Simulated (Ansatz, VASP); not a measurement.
## One calculation of La, two programs

Contents of INCAR:

```
SYSTEM = La
PREC = Accurate
ENCUT = 600
EDIFF = 1E-7
ISMEAR = 0
SIGMA = 0.1
LREAL = .FALSE.
LASPH = .TRUE.
NELM = 80
ALGO = Normal
ISIF = 3
LWAVE = .FALSE.
LCHARG = .FALSE.
GGA = PE
IBRION = 2
NSW = 90
EDIFFG = -0.04
```

The input KPOINTS:

```
regular mesh
0
G
  4 4 8
  0 0 0
```

Contents of POSCAR:

```
La
1.0
    5.3816527400      0.0000000000      0.0000000000
    0.0000000000      5.3816527400      0.0000000000
    0.0000000000      0.0000000000      2.4741718900
La
1
Direct
    0.5000000000      0.5000000000      0.0000000000
```

Input for Ansatz:

```yaml
crystal:
  lattice:
    - [5.38165274, 0.0, 0.0]
    - [0.0, 5.38165274, 0.0]
    - [0.0, 0.0, 2.47417189]
  atoms:
    - { symbol: La, position: [0.5, 0.5, 0.0] }
basis:
  ecutwfc: 420
kpoints:
  mp_grid: { grid: [4, 4, 8] }
hamiltonian:
  xc: pbe
scf:
  occupations: { method: gaussian, width: 0.1 }
  lower_state_search: "off"
output:
  forces: true
  stress: true
  eigenvalues: true
relax:
  adjacent_minimum: "off"
  f_tol: 0.04
  max_steps: 70
  cell: { stress_tol: 0.4 }
```

Alike in both runs: task relaxation of cell and atoms; functional PBE; k mesh 4 × 4 × 8; occupations gaussian, width 0.1 eV; no spin polarisation.

|  | VASP | Ansatz |
| --- | --- | --- |
| version | VASP 6.6.1 | Ansatz 0.2.0 |
| potentials or method | VASP PAW PBE potentials, release 64 (La), cutoff 600 eV | scalar-relativistic, plane waves, PAW |
| valence electrons in the cell | 11 | 11 |

```csv
,VASP,Ansatz,Ansatz less VASP
"gap on the k mesh at the Fermi level, each at its own relaxed structure (eV)",none,none,-
relaxed volume (Å³/atom),35.54,35.46,-0.079
relaxed length of the cell vector where the two differ most in proportion (Å),3.567,3.556,-0.0111
```

A gap of «none» marks a metal or a gap that the smearing closes.

Neither program's run includes spin-orbit coupling. Noted on VASP's run: the volume moved by over 15 % at a fixed basis, so the end points are rough.
